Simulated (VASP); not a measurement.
# TiC in VASP: a series of runs

The runs below take TiC through single point, with PBEsol.

Everything below comes from runs of VASP 6.6.1. Logs are shortened: lines on timing, memory, paths and dates and some standing lists are left out, and cuts for length are marked.

### 1 The cell of the first run

It takes space group I4mm (No. 107, tetragonal). Conventional cell: a = 3.060 Å, b = 3.060 Å, c = 4.328 Å, α = 90.00°, β = 90.00°, γ = 90.00°. Ti (site symmetry 4mm) has 6 C at 2.06 to 2.26 Å within 2.7 Å. Within 2.7 Å of C (site symmetry 4mm) lie 6 Ti at 2.06 to 2.26 Å.

### 2 Single point, PBEsol (atom 1 (Ti) moved by (+0.000, -0.100) A along [1 1 0] and z)

Input file INCAR:

```
SYSTEM = TiC
  PREC = Accurate
  ENCUT = 520
  EDIFF = 1E-7
  ISMEAR = 0
  SIGMA = 0.15
  LREAL = .False.
  LASPH = .True.
  NELM = 80
  ALGO = Normal
  ISIF = 2
  LWAVE = .False.
  LCHARG = .False.
  GGA = PS
  NBANDS = 15
```

Input file KPOINTS:

```
Automatic mesh
0
Gamma
  18 18 18
  0 0 0
```

Input file POSCAR:

```
TiC
1.0
    0.0000000000      2.1640000000      2.1640000000
    2.1640000000      0.0000000000      2.1640000000
    2.1640000000      2.1640000000      0.0000000000
Ti C
1 1
Direct
   -0.0231053604     -0.0231053604      0.0231053604
    0.5000000000      0.5000000000      0.5000000000
```

Potentials or basis: VASP PAW PBE potentials, release 64 (Ti_sv, C).

The run is started by

```
> cat potpaw_PBE.64/Ti_sv/POTCAR potpaw_PBE.64/C/POTCAR > POTCAR
> mpirun -np 1 vasp_std > vasp.out
```

OUTCAR:

```text
SYSTEM = TiC
   PREC = Accurate
   ENCUT = 520
   EDIFF = 1E-7
   ISMEAR = 0
   LREAL = .False.
   LASPH = .True.
   NELM = 80
   ISIF = 2
   GGA = PS

 ion  position               nearest neighbor table
   1  0.977  0.977  0.023-   2 2.06   2 2.17   2 2.17   2 2.17   2 2.17   2 2.26
   2  0.500  0.500  0.500-   1 2.06   1 2.17   1 2.17   1 2.17   1 2.17   1 2.26

  LATTYP: Found a face centered cubic cell.
 ALAT       =     4.3280000000

  Lattice vectors:

 A1 = (   0.0000000000,   2.1640000000,   2.1640000000)
 A2 = (   2.1640000000,   0.0000000000,   2.1640000000)
 A3 = (   2.1640000000,   2.1640000000,   0.0000000000)

Analysis of symmetry for initial positions (statically):
=====================================================================
 Subroutine PRICEL returns:
 Original cell was already a primitive cell.

 Routine SETGRP: Setting up the symmetry group for a
 face centered cubic supercell.

 Subroutine GETGRP returns: Found  8 space group operations
 (whereof  8 operations were pure point group operations)
 out of a pool of 48 trial point group operations.

The static configuration has the point symmetry C_4v.

Analysis of symmetry for dynamics (positions and initial velocities):
=====================================================================
 Subroutine PRICEL returns:
 Original cell was already a primitive cell.

 Routine SETGRP: Setting up the symmetry group for a
 face centered cubic supercell.

 Subroutine GETGRP returns: Found  8 space group operations
 (whereof  8 operations were pure point group operations)
 out of a pool of 48 trial point group operations.

The dynamic configuration has the point symmetry C_4v.

 Subroutine INISYM returns: Found  8 space group operations
 (whereof  8 operations are pure point group operations),
 and found     1 'primitive' translations

----------------------------------------------------------------------------------------

                                     Primitive cell

  volume of cell :      20.2676

  direct lattice vectors                    reciprocal lattice vectors
     0.000000000  2.164000000  2.164000000    -0.231053604  0.231053604  0.231053604
     2.164000000  0.000000000  2.164000000     0.231053604 -0.231053604  0.231053604
     2.164000000  2.164000000  0.000000000     0.231053604  0.231053604 -0.231053604

  length of vectors
     3.060358149  3.060358149  3.060358149     0.400196582  0.400196582  0.400196582

  position of ions in fractional coordinates (direct lattice)
[... 83 lines left out ...]
   IBRION =     -1    ionic relax: 0-MD 1-quasi-New 2-CG
   NFREE  =      0    steps in history (QN), initial steepest desc. (CG)
   ISIF   =      2    stress and relaxation
   ISYM   =      2    0-nonsym 1-usesym 2-fastsym
   POTIM  = 0.5000    time-step for ionic-motion
   TEBEG  =    0.0;   TEEND  =   0.0 temperature during run
   PSTRESS=    0.0 pullay stress
   NELECT =      16.0000    total number of electrons
   NUPDOWN=      -1.0000    fix difference up-down
   EMIN   =  10.00;   EMAX   =-10.00  energy-range for DOS
   EFERMI =   0.00;   METHOD = LEGACY
   ISMEAR =     0;   SIGMA  =   0.15  broadening in eV -4-tet -1-fermi 0-gaus
   EFERMI_NEDOS =   21; number of points for ismear=-14 and -15
   IALGO  =     38    algorithm
   IMIX   =      4    mixing-type and parameters
     AMIX     =   0.40;   BMIX     =  1.00
     AMIX_MAG =   1.60;   BMIX_MAG =  1.00
  volume/ion in A,a.u.               =      10.13        68.39
  Fermi-wavevector in a.u.,A,eV,Ry     =   1.513030  2.859212 31.147275  2.289260
  Thomas-Fermi vector in A             =   2.622876
   LORBIT       =      0    0 simple, 1 ext, 2 COOP (PROOUT), +10 PAW based schemes
   GGA     = PS    functional components
   LHFCALC =     F    Hartree Fock is set to
   AEXX    =    0.0000 exact exchange contribution
   IVDW    =     0    specifies the selected vdW correction
   LEPSILON=     F    determine dielectric tensor
   LRPA    =     F    only Hartree local field effects (RPA)
 non-spin polarized calculation
 Gauss-broadening in eV      SIGMA  =   0.15
  energy-cutoff  :      520.00
  volume of cell :       20.27
 maximum number of plane-waves:       568
   NGX = 11   NGY = 11   NGZ = 11

 number of electron      16.0000000 magnetization

 Free energy of the ion-electron system (eV)
  ---------------------------------------------------
  ext. energy  EPLUGINS =         0.00000000
  ---------------------------------------------------
  free energy    TOTEN  =       -19.74896729 eV

  energy without entropy =      -19.74591926  energy(sigma->0) =      -19.74744328

 E-fermi :   9.3608     XC(G=0): -12.8676

 val. band max:        9.3471847268   @ k =   0.1111   0.0000   0.0000
 cond. band min:       9.3655663761   @ k =   0.0000   0.3333   0.2778
 fundamental gap:      0.0183816493
 Fermi energy:         9.3608215460

 k-point     1 :       0.0000    0.0000    0.0000
  band No.  band energies     occupation
      1     -46.9913      2.00000
      2     -23.1195      2.00000
      3     -23.1195      2.00000
      4     -23.1160      2.00000
      5      -3.0408      2.00000
      6       9.7124      0.00092
      7       9.7124      0.00092
      8       9.9936      0.00000
      9      10.2092      0.00000
     10      11.0617      0.00000
     11      11.3471      0.00000
     12      11.3471      0.00000
     13      11.9713      0.00000
     14      19.7932      0.00000
[... 401 lines left out ...]
      2     -23.5500      2.00000
      3     -23.1697      2.00000
      4     -23.1643      2.00000
      5      -0.4365      2.00000
      6       4.6203      2.00000
      7       6.6696      2.00000
      8       6.9032      2.00000
      9      11.6101      0.00000
     10      12.0033      0.00000
     11      12.9231      0.00000
     12      16.4098      0.00000
     13      16.9675      0.00000
     14      19.0189      0.00000
     15      24.8258      0.00000

 [... further k-points ...]
[... 5 lines left out ...]
  --------------------------------------------------------------------------------------
  -------------------------------------------------------------------------------------
  Total       -0.7118047     -0.7118047     -0.3628751      0.0000000     -0.0000000      0.0000000
  in kB      -56.2690650    -56.2690650    -28.6857314      0.0000000     -0.0000000      0.0000000
  external PRESSURE =     -47.0746205 kB  Pullay stress =       0.0000000 kB

 VOLUME and BASIS-vectors are now :
 -----------------------------------------------------------------------------
  energy-cutoff  :      520.00
  volume of cell :       20.27
      direct lattice vectors                 reciprocal lattice vectors
     0.000000000  2.164000000  2.164000000    -0.231053604  0.231053604  0.231053604
     2.164000000  0.000000000  2.164000000     0.231053604 -0.231053604  0.231053604
     2.164000000  2.164000000  0.000000000     0.231053604  0.231053604 -0.231053604

 POSITION                                       TOTAL-FORCE (eV/Angst)
 -----------------------------------------------------------------------------------
      2.16400      2.16400      4.22800         0.000000      0.000000      0.914004
      2.16400      2.16400      2.16400         0.000000      0.000000     -0.914004
 -----------------------------------------------------------------------------------
    total drift:                                0.000000      0.000000     -0.000054

  FREE ENERGIE OF THE ION-ELECTRON SYSTEM (eV)
  ---------------------------------------------------
  free  energy   TOTEN  =       -19.7489672923 eV

  energy  without entropy=      -19.7459192598  energy(sigma->0) =      -19.74744328
```

Run time: 56 s. Hardware: 1 thread of Intel Xeon 6975P-C (Granite Rapids), shared host; peak memory 0.26 GiB.

What came out:

```yaml
Free_energy: -19.7490 eV
Pressure: -4.7 GPa
Largest_force: 0.914 eV/Å
Band_gap_on_the_k_mesh: zero (band 8 reaches 9.99 eV, above the bottom of band 9 at 8.88 eV)
```

Forces in eV/Å, atoms in the order of the input:
```
Ti   0.000  0.000  0.914
C    0.000  0.000 -0.914
```

Stress tensor (GPa, compression positive):
```
-5.63  0.00  0.00
 0.00 -5.63  0.00
 0.00  0.00 -2.87
```

Levels at points of the mesh, in eV from the Fermi level:
```csv
k point,band 4,band 5,band 6,band 7,band 8,band 9,band 10,band 11,band 12,band 13
"(0.00, 0.00, 0.00)",-32.48,-12.40,0.35,0.35,0.63,0.85,1.70,1.99,1.99,2.61
"(0.50, 0.00, 0.00)",-32.53,-8.88,-5.91,-2.93,-2.91,2.88,2.90,4.09,7.53,8.13
"(0.50, 0.50, 0.00)",-32.65,-10.09,-3.44,-1.72,-0.05,-0.05,2.72,3.50,3.50,5.76
"(0.00, 0.50, 0.50)",-32.65,-10.09,-3.48,-1.95,-0.12,0.22,2.82,3.50,3.50,5.85
```

Caveat: the cell differs from its parent crystal (atom 1 (Ti) moved by (+0.000, -0.100) A along [1 1 0] and z); the PAW data sets were made with another functional, which shifts forces and pressure a little.

### 3 Single point, PBEsol (atom 1 (Ti) moved by (-0.100, +0.000) A along [1 1 0] and z)

Input file INCAR:

```
ALGO     = Normal         # electronic algorithm
EDIFF    = 1E-7           # SCF threshold, eV
ENCUT    = 520            # plane-wave cutoff, eV
GGA      = PS             # functional
ISIF     = 2              # what is computed and relaxed
ISMEAR   = 0              # smearing method
LASPH    = T              # aspherical terms in the spheres
LCHARG   = T              # write CHGCAR
LELF     = T              # ELF
LREAL    = F              # projectors in reciprocal space
LVHAR    = T            
LWAVE    = F              # write WAVECAR
NBANDS   = 15             # bands
NELM     = 80             # most SCF steps
PREC     = Accurate       # precision mode
SIGMA    = 0.15           # smearing width, eV
```

Input file KPOINTS:

```
k-points
0
Gamma
  18 18 18
```

Changes to POSCAR since step 2:

```diff
@@ -8,3 +8,3 @@
 Direct
-   -0.0231053604     -0.0231053604      0.0231053604
+    0.0000000000      0.0000000000     -0.0326759141
     0.5000000000      0.5000000000      0.5000000000
```

Potentials or basis: VASP PAW PBE potentials, release 64 (Ti_sv, C).

The run is started by

```
> cat potpaw_PBE.64/Ti_sv/POTCAR potpaw_PBE.64/C/POTCAR > POTCAR
> mpirun -np 1 vasp_std > vasp.out
```

Run time: 1.9 min. Hardware: 1 thread of Intel Xeon 6975P-C (Granite Rapids), shared host; peak memory 0.36 GiB.

It converged, with:

```yaml
Free_energy: -19.7495 eV
Pressure: -4.7 GPa
Largest_force: 0.890 eV/Å
Band_gap_on_the_k_mesh: zero (band 8 reaches 9.99 eV, above the bottom of band 9 at 9.12 eV)
```

Forces in eV/Å, atoms in the order of the input:
```
Ti   0.630  0.630  0.000
C   -0.630 -0.630  0.000
```

Stress tensor (GPa, compression positive):
```
-4.27 -1.01  0.00
-1.01 -4.27  0.00
 0.00  0.00 -5.61
```

Levels at points of the mesh, in eV from the Fermi level:
```tsv
k point	band 4	band 5	band 6	band 7	band 8	band 9	band 10	band 11	band 12	band 13
(0.00, 0.00, 0.00)	-32.48	-12.40	0.33	0.36	0.63	0.95	1.45	1.99	2.29	2.48
(0.50, 0.00, 0.00)	-32.53	-8.88	-5.90	-2.91	-2.88	2.89	2.89	4.08	7.35	8.14
(0.00, 0.00, 0.50)	-32.53	-8.88	-5.91	-2.95	-2.93	2.89	2.91	4.11	7.70	8.25
(0.50, 0.50, 0.00)	-32.65	-10.08	-3.48	-1.94	-0.14	0.24	2.83	3.50	3.50	5.85
(0.00, 0.50, 0.50)	-32.65	-10.09	-3.46	-1.84	-0.08	0.09	2.77	3.50	3.50	5.81
```

Caveat: the cell differs from its parent crystal (atom 1 (Ti) moved by (-0.100, +0.000) A along [1 1 0] and z); the PAW data sets were made with another functional, which shifts forces and pressure a little.
